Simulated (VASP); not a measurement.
# RuCl (Pm-3m) in VASP: notebook

The runs below take RuCl through relaxation of cell and atoms, with PBE.

Program: VASP 6.6.1. These are calculated values, not measurements. Logs are shortened: lines on timing, memory, paths and dates and some standing lists are left out, and cuts for length are marked.

**1. The cell of the first run**

It takes space group Pm-3m (No. 221, cubic). The conventional cell has a = 3.418 Å, b = 3.418 Å, c = 3.418 Å, α = 90.00°, β = 90.00°, γ = 90.00°. Ru (site symmetry m-3m) has 8 Cl at 2.96 Å and 6 Ru at 3.42 Å within 3.9 Å. Cl (site symmetry m-3m) has 8 Ru at 2.96 Å and 6 Cl at 3.42 Å within 3.9 Å.

**2. Relaxation of cell and atoms, PBE, collinear spin, ferromagnetic start**

INCAR reads:

```
SYSTEM = RuCl
PREC     = Accurate       ! precision mode
ENCUT    = 600            ! plane-wave cutoff, eV
EDIFF    = 1E-7           ! SCF threshold, eV
ISMEAR   = 0              ! smearing method
SIGMA    = 0.1            ! smearing width, eV
LREAL    = .False.        ! projectors in reciprocal space
LASPH    = .True.         ! aspherical terms in the spheres
NELM     = 150            ! most SCF steps
ALGO     = Normal         ! electronic algorithm
ISIF     = 3              ! what is computed and relaxed
LWAVE    = .False.        ! write WAVECAR
LCHARG   = .False.        ! write CHGCAR
ISPIN    = 2              ! spin polarisation
MAGMOM   = 1 0            ! initial moments
LORBIT   = 11             ! projections on sites
LMAXMIX  = 4              ! l up to which the mixer works
GGA      = PE             ! functional
IBRION   = 2              ! ionic algorithm
NSW      = 90             ! ionic steps
EDIFFG   = -0.04          ! ionic threshold
```

KPOINTS reads:

```
Automatic mesh
0
Gamma
  6 6 6
  0 0 0
```

POSCAR reads:

```
RuCl
1.0
    3.4179533600      0.0000000000      0.0000000000
    0.0000000000      3.4179533600      0.0000000000
    0.0000000000      0.0000000000      3.4179533600
Ru Cl
1 1
Direct
    0.5000000000      0.5000000000      0.5000000000
    0.0000000000      0.0000000000      0.0000000000
```

Potentials or basis: VASP PAW PBE potentials, release 64 (Ru_pv, Cl).

Started as:

```
$ cat potpaw_PBE.64/Ru_pv/POTCAR potpaw_PBE.64/Cl/POTCAR > POTCAR
$ mpirun -np 1 vasp_std > vasp.out
```

OUTCAR:

```text
SYSTEM = RuCl
   PREC = Accurate
   ENCUT = 600
   EDIFF = 1E-7
   ISMEAR = 0
   LREAL = .False.
   LASPH = .True.
   NELM = 150
   ISIF = 3
   ISPIN = 2
   LORBIT = 11
   GGA = PE
   IBRION = 2
   NSW = 90
   EDIFFG = -0.04

 ion  position               nearest neighbor table
   1  0.500  0.500  0.500-   2 2.96   2 2.96   2 2.96   2 2.96   2 2.96   2 2.96   2 2.96   2 2.96

   2  0.000  0.000  0.000-   1 2.96   1 2.96   1 2.96   1 2.96   1 2.96   1 2.96   1 2.96   1 2.96

  LATTYP: Found a simple cubic cell.
 ALAT       =     3.4179533600

  Lattice vectors:

 A1 = (   3.4179533600,   0.0000000000,   0.0000000000)
 A2 = (   0.0000000000,   3.4179533600,   0.0000000000)
 A3 = (   0.0000000000,   0.0000000000,   3.4179533600)

Analysis of symmetry for initial positions (statically):
=====================================================================
 Subroutine PRICEL returns:
 Original cell was already a primitive cell.

 Routine SETGRP: Setting up the symmetry group for a
 simple cubic supercell.

 Subroutine GETGRP returns: Found 48 space group operations
 (whereof 48 operations were pure point group operations)
 out of a pool of 48 trial point group operations.

The static configuration has the point symmetry O_h .

Analysis of symmetry for dynamics (positions and initial velocities):
=====================================================================
 Subroutine PRICEL returns:
 Original cell was already a primitive cell.

 Routine SETGRP: Setting up the symmetry group for a
 simple cubic supercell.

 Subroutine GETGRP returns: Found 48 space group operations
 (whereof 48 operations were pure point group operations)
 out of a pool of 48 trial point group operations.

The dynamic configuration has the point symmetry O_h .

Analysis of structural, dynamic, and magnetic symmetry:
=====================================================================
 Subroutine PRICEL returns:
 Original cell was already a primitive cell.

 Routine SETGRP: Setting up the symmetry group for a
 simple cubic supercell.

 Subroutine GETGRP returns: Found 48 space group operations
 (whereof 48 operations were pure point group operations)
 out of a pool of 48 trial point group operations.

The overall configuration has the point symmetry O_h .

 Subroutine INISYM returns: Found 48 space group operations
 (whereof 48 operations are pure point group operations),
 and found     1 'primitive' translations

----------------------------------------------------------------------------------------

                                     Primitive cell

  volume of cell :      39.9299

  direct lattice vectors                    reciprocal lattice vectors
     3.417953360  0.000000000  0.000000000     0.292572746  0.000000000  0.000000000
     0.000000000  3.417953360  0.000000000     0.000000000  0.292572746  0.000000000
     0.000000000  0.000000000  3.417953360     0.000000000  0.000000000  0.292572746

  length of vectors
     3.417953360  3.417953360  3.417953360     0.292572746  0.292572746  0.292572746

  position of ions in fractional coordinates (direct lattice)
     0.500000000  0.500000000  0.500000000
     0.000000000  0.000000000  0.000000000

  ion indices of the primitive-cell ions
   primitive index   ion index
                 1           1
                 2           2

----------------------------------------------------------------------------------------

 KPOINTS: Automatic mesh

Automatic generation of k-mesh.
 Grid dimensions read from file:
 generate k-points for:    6    6    6

 Generating k-lattice:

  Cartesian coordinates                     Fractional coordinates (reciprocal lattice)
     0.048762124  0.000000000  0.000000000     0.166666667  0.000000000  0.000000000
     0.000000000  0.048762124  0.000000000     0.000000000  0.166666667  0.000000000
     0.000000000  0.000000000  0.048762124     0.000000000  0.000000000  0.166666667

  Length of vectors
     0.048762124  0.048762124  0.048762124

  Shift w.r.t. Gamma in fractional coordinates (k-lattice)
     0.000000000  0.000000000  0.000000000

 Subroutine IBZKPT returns following result:
 ===========================================

 Found     20 irreducible k-points:

 Following reciprocal coordinates:
            Coordinates               Weight
  0.000000  0.000000  0.000000      1.000000
  0.166667  0.000000  0.000000      6.000000
  0.333333  0.000000  0.000000      6.000000
  0.500000  0.000000  0.000000      3.000000
  0.166667  0.166667  0.000000     12.000000
  0.333333  0.166667  0.000000     24.000000
[... 12 lines left out ...]
  0.500000  0.500000  0.333333      6.000000
  0.500000  0.500000  0.500000      1.000000
   k-points           NKPTS =     20   k-points in BZ     NKDIM =     20   number of bands    NBANDS=     15
   number of dos      NEDOS =    301   number of ions     NIONS =      2
   total plane-waves  NPLWV =  21952
   dimension x,y,z NGX =    28 NGY =   28 NGZ =   28
   dimension x,y,z NGXF=    56 NGYF=   56 NGZF=   56
   ions per type =               1   1
   NGX,Y,Z   is equivalent  to a cutoff of  13.62, 13.62, 13.62 a.u.
   NGXF,Y,Z  is equivalent  to a cutoff of  27.24, 27.24, 27.24 a.u.
 SYSTEM =  RuCl
   PREC   = accura    normal or accurate (medium, high low for compatibility)
   ISTART =      0    job   : 0-new  1-cont  2-samecut
   ICHARG =      2    charge: 1-file 2-atom 10-const
   ISPIN  =      2    spin polarized calculation?
   LNONCOLLINEAR =      F non collinear calculations
   LSORBIT =      F    spin-orbit coupling
   LASPH  =      T    aspherical Exc in radial PAW
   ENCUT  =  600.0 eV  44.10 Ry    6.64 a.u.   6.83  6.83  6.83*2*pi/ulx,y,z
   NELM   =    150;   NELMIN=  2; NELMDL= -5     # of ELM steps
   EDIFF  = 0.1E-06   stopping-criterion for ELM
   LREAL  =      F    real-space projection
   EDIFFG = -.4E-01   stopping-criterion for IOM
   NSW    =     90    number of steps for IOM
   IBRION =      2    ionic relax: 0-MD 1-quasi-New 2-CG
   NFREE  =      1    steps in history (QN), initial steepest desc. (CG)
   ISIF   =      3    stress and relaxation
   ISYM   =      2    0-nonsym 1-usesym 2-fastsym
   POTIM  = 0.5000    time-step for ionic-motion
   TEBEG  =    0.0;   TEEND  =   0.0 temperature during run
   PSTRESS=    0.0 pullay stress
   NELECT =      21.0000    total number of electrons
   NUPDOWN=      -1.0000    fix difference up-down
   EMIN   =  10.00;   EMAX   =-10.00  energy-range for DOS
   EFERMI =   0.00;   METHOD = LEGACY
   ISMEAR =     0;   SIGMA  =   0.10  broadening in eV -4-tet -1-fermi 0-gaus
   EFERMI_NEDOS =   21; number of points for ismear=-14 and -15
   IALGO  =     38    algorithm
   IMIX   =      4    mixing-type and parameters
     AMIX     =   0.40;   BMIX     =  1.00
     AMIX_MAG =   1.60;   BMIX_MAG =  1.00
  volume/ion in A,a.u.               =      19.96       134.73
  Fermi-wavevector in a.u.,A,eV,Ry     =   1.321443  2.497165 23.758654  1.746212
  Thomas-Fermi vector in A             =   2.451196
   LORBIT       =     11    0 simple, 1 ext, 2 COOP (PROOUT), +10 PAW based schemes
   GGA     = PE    functional components
   LHFCALC =     F    Hartree Fock is set to
   AEXX    =    0.0000 exact exchange contribution
   IVDW    =     0    specifies the selected vdW correction
   LEPSILON=     F    determine dielectric tensor
   LRPA    =     F    only Hartree local field effects (RPA)
 conjugate gradient relaxation of ions
 spin polarized calculation
 Gauss-broadening in eV      SIGMA  =   0.10
  energy-cutoff  :      600.00
  volume of cell :       39.93
 maximum number of plane-waves:      1357
 NGX is ok and might be reduce to    28
   NGX = 13   NGY = 13   NGZ = 13

--------------------------------------- Ionic step        1  -------------------------------------------

 number of electron      21.0000003 magnetization       3.0221662

 Free energy of the ion-electron system (eV)
  ---------------------------------------------------
  ext. energy  EPLUGINS =         0.00000000
  ---------------------------------------------------
  free energy    TOTEN  =        -8.69442939 eV

  energy without entropy =       -8.67415857  energy(sigma->0) =       -8.68429398

------------------------ aborting loop because EDIFF is reached ----------------------------------------

  FORCE on cell =-STRESS in cart. coord.  units (eV):
  Direction    XX          YY          ZZ          XY          YZ          ZX
  --------------------------------------------------------------------------------------
  -------------------------------------------------------------------------------------
  Total       -1.9503591     -1.9503591     -1.9503591     -0.0000000      0.0000000      0.0000000
  in kB      -78.2576435    -78.2576435    -78.2576435     -0.0000000      0.0000000      0.0000000
  external PRESSURE =     -78.2576435 kB  Pullay stress =       0.0000000 kB
[... 97 lines left out ...]
--------------------------------------- Ionic step        4  -------------------------------------------

 number of electron      21.0000002 magnetization       0.0035296

 number of electron      21.0000002 magnetization      -0.0002060

 E-fermi :   9.2856     XC(G=0): -12.0777

 val. band max:        9.2770588477   @ k =   0.5000   0.1667   0.0000
 cond. band min:       9.3772649022   @ k =   0.5000   0.1667   0.0000
 fundamental gap:      0.1002060544
 Fermi energy:         9.2856274910

 spin component 1

 k-point     1 :       0.0000    0.0000    0.0000
  band No.  band energies     occupation
      1     -32.9141      1.00000
      2     -32.9141      1.00000
      3     -32.9141      1.00000
      4      -9.0523      1.00000
      5       4.9739      1.00000
      6       4.9739      1.00000
      7       4.9739      1.00000
      8       6.0782      1.00000
      9       6.0782      1.00000
     10       8.9051      1.00000
     11       8.9051      1.00000
     12       8.9051      1.00000
     13       9.5945      0.00001
     14      17.9739      0.00000
     15      17.9739      0.00000
[... 814 lines left out ...]
--------------------------------------- Ionic step        7  -------------------------------------------

 number of electron      21.0000000 magnetization       0.0000000

 number of electron      21.0000000 magnetization      -0.0000000

 Free energy of the ion-electron system (eV)
  ---------------------------------------------------
  ext. energy  EPLUGINS =         0.00000000
  ---------------------------------------------------
  free energy    TOTEN  =        -9.05034909 eV

  energy without entropy =       -9.04116820  energy(sigma->0) =       -9.04575864

 E-fermi :  10.6246     XC(G=0): -12.5507

 val. band max:       10.5862968739   @ k =   0.5000   0.5000   0.1667
 cond. band min:      10.6622341974   @ k =   0.5000   0.1667   0.0000
 fundamental gap:      0.0759373235
 Fermi energy:        10.6245887984

 spin component 1

 k-point     1 :       0.0000    0.0000    0.0000
  band No.  band energies     occupation
      1     -31.7310      1.00000
      2     -31.7310      1.00000
      3     -31.7310      1.00000
      4      -8.3916      1.00000
      5       6.0429      1.00000
      6       6.0429      1.00000
      7       6.0429      1.00000
      8       6.8692      1.00000
      9       6.8692      1.00000
     10      10.1164      1.00000
     11      10.1164      1.00000
     12      10.1164      1.00000
     13      11.3287      0.00000
     14      19.3261      0.00000
     15      19.3261      0.00000
[... 732 lines left out ...]
  FREE ENERGIE OF THE ION-ELECTRON SYSTEM (eV)
  ---------------------------------------------------
  free  energy   TOTEN  =        -9.0503490874 eV

  energy  without entropy=       -9.0411681983  energy(sigma->0) =       -9.04575864

 reached required accuracy - stopping structural energy minimisation

 total charge

# of ion       s       p       d       tot
------------------------------------------
    1        0.196   6.123   6.123  12.442
    2        1.641   3.321   0.000   4.962
--------------------------------------------------
tot          1.837   9.444   6.123  17.404

 magnetization (x)

# of ion       s       p       d       tot
------------------------------------------
    1       -0.000  -0.000   0.000   0.000
    2       -0.000   0.000   0.000   0.000
--------------------------------------------------
tot         -0.000   0.000   0.000   0.000
```

Wall time 91 s (1 thread of Intel Xeon 6975P-C (Granite Rapids), shared host); peak memory 0.2 GiB.

What came out:

```yaml
Free_energy: -9.0503 eV
Relaxed_volume: 14.61 Å³/atom
Relaxed_cell: a = 3.080 Å, b = 3.080 Å, c = 3.080 Å, α = 90.00°, β = 90.00°, γ = 90.00°
Space_group_after_relaxing_to_0.05_Å: Pm-3m (No. 221)
Energy_gained_by_relaxing: 178.0 meV/atom
Ionic_steps: 7
Pressure_after_relaxing: 0.3 GPa
Net_moment: 0.00 μB per cell
Valence_electrons_inside_the_program's_atomic_spheres: Ru 12.44; Cl 4.96
```

Step by step:
```
step  energy change (eV)  largest force (eV/Å)  pressure (GPa)  volume (Å³)
   1              0.0000                0.0000           -7.83        39.93
   2             -0.0871                0.0000          -13.28        34.56
   3              1.3004                0.0000           92.78        21.36
   4             -0.2861                0.0000           -8.37        31.75
   5             -0.3481                0.0000            3.51        28.55
   6             -0.3558                0.0000           -0.50        29.40
   7             -0.3559                0.0000            0.32        29.22
```

Final structure:
```
CELL_PARAMETERS angstrom
3.07992 0.00000 0.00000
0.00000 3.07992 0.00000
0.00000 0.00000 3.07992
ATOMIC_POSITIONS crystal
Ru 0.50000 0.50000 0.50000
Cl 0.00000 0.00000 0.00000
```

Levels at points of the mesh, in eV from the Fermi level:
Spin up:
| k point | band 6 | band 7 | band 8 | band 9 | band 10 | band 11 | band 12 | band 13 | band 14 | band 15 |
| --- | --- | --- | --- | --- | --- | --- | --- | --- | --- | --- |
| (0.00, 0.00, 0.00) | -4.58 | -4.58 | -3.76 | -3.76 | -0.51 | -0.51 | -0.51 | 0.70 | 8.70 | 8.70 |
| (0.50, 0.00, 0.00) | -5.38 | -5.38 | -3.02 | -0.24 | 0.14 | 1.03 | 1.03 | 4.43 | 7.49 | 12.09 |
| (0.50, 0.50, 0.00) | -7.62 | -3.71 | -3.38 | -1.69 | -1.69 | -1.47 | 0.66 | 3.86 | 10.17 | 12.09 |
| (0.50, 0.50, 0.50) | -8.39 | -8.39 | 0.73 | 0.73 | 1.58 | 1.58 | 1.58 | 2.98 | 2.98 | 2.98 |
Spin down:
| k point | band 8 | band 9 | band 10 | band 11 | band 12 | band 13 |
| --- | --- | --- | --- | --- | --- | --- |
| (0.00, 0.00, 0.00) | -3.76 | -3.76 | -0.51 | -0.51 | -0.51 | 0.70 |
| (0.50, 0.00, 0.00) | -3.02 | -0.24 | 0.14 | 1.03 | 1.03 | 4.43 |
| (0.50, 0.50, 0.00) | -3.38 | -1.69 | -1.69 | -1.47 | 0.66 | 3.86 |
| (0.50, 0.50, 0.50) | 0.73 | 0.73 | 1.58 | 1.58 | 1.58 | 2.98 |

Caveat: the volume moved by over 15 % at a fixed basis, so the end points are rough.

**3. Relaxation of cell and atoms, PBE**

This run uses another cell than the first one, of 14.62 Å³/atom, 0.732 times its volume.

INCAR reads:

```
PREC     = Accurate       # precision mode
ENCUT    = 600            # plane-wave cutoff, eV
EDIFF    = 1E-6           # SCF threshold, eV
ISMEAR   = 0              # smearing method
SIGMA    = 0.1            # smearing width, eV
LREAL    = False          # projectors in reciprocal space
LASPH    = True           # aspherical terms in the spheres
NELM     = 80             # most SCF steps
ALGO     = Normal         # electronic algorithm
ISIF     = 3              # what is computed and relaxed
LWAVE    = False          # write WAVECAR
LCHARG   = False          # write CHGCAR
GGA      = PE             # functional
IBRION   = 2              # ionic algorithm
NSW      = 100            # ionic steps
EDIFFG   = -0.01          # ionic threshold
```

KPOINTS reads:

```
regular mesh
0
Gamma
  18 18 18
```

POSCAR reads:

```
RuCl
1.0
    3.0807170346      0.0000000000      0.0000000000
    0.0000000000      3.0807170346      0.0000000000
    0.0000000000      0.0000000000      3.0807170346
Ru Cl
1 1
Direct
    0.5000000000      0.5000000000      0.5000000000
    0.0000000000      0.0000000000      0.0000000000
```

Potentials or basis: VASP PAW PBE potentials, release 64 (Ru_pv, Cl).

Started as:

```
$ cat potpaw_PBE.64/Ru_pv/POTCAR potpaw_PBE.64/Cl/POTCAR > POTCAR
$ mpirun -np 1 vasp_std > vasp.out
```

It took 74 s on 1 thread of Intel Xeon 6975P-C (Granite Rapids), shared host; peak memory 0.25 GiB.

The run converged. Its results:

```yaml
Free_energy: -9.0261 eV
Relaxed_volume: 14.64 Å³/atom
Relaxed_cell: a = 3.082 Å, b = 3.082 Å, c = 3.082 Å, α = 90.00°, β = 90.00°, γ = 90.00°
Space_group_after_relaxing_to_0.05_Å: Pm-3m (No. 221)
Energy_gained_by_relaxing: 0.0 meV/atom
Ionic_steps: 3
Pressure_after_relaxing: 0.0 GPa
```

Final structure:
```xyz
2
Lattice="3.0825 0.0000 0.0000 0.0000 3.0825 0.0000 0.0000 0.0000 3.0825" Properties=species:S:1:pos:R:3 pbc="T T T"
Ru    1.5412    1.5412    1.5412
Cl    0.0000    0.0000    0.0000
```

Levels at points of the mesh, in eV from the Fermi level:
```tsv
k point	band 6	band 7	band 8	band 9	band 10	band 11	band 12	band 13	band 14
(0.00, 0.00, 0.00)	-4.62	-4.62	-3.78	-3.78	-0.55	-0.55	-0.55	0.65	8.66
(0.50, 0.00, 0.00)	-5.42	-5.42	-3.04	-0.28	0.10	0.98	0.98	4.38	5.95
(0.50, 0.50, 0.00)	-7.65	-3.76	-3.40	-1.73	-1.73	-1.51	0.62	3.82	9.68
(0.50, 0.50, 0.50)	-8.41	-8.41	0.69	0.69	1.52	1.52	1.52	2.94	2.94
```

Caveat: an odd number of electrons without spin polarisation forces a metal; a magnetic or distorted state may lie lower.
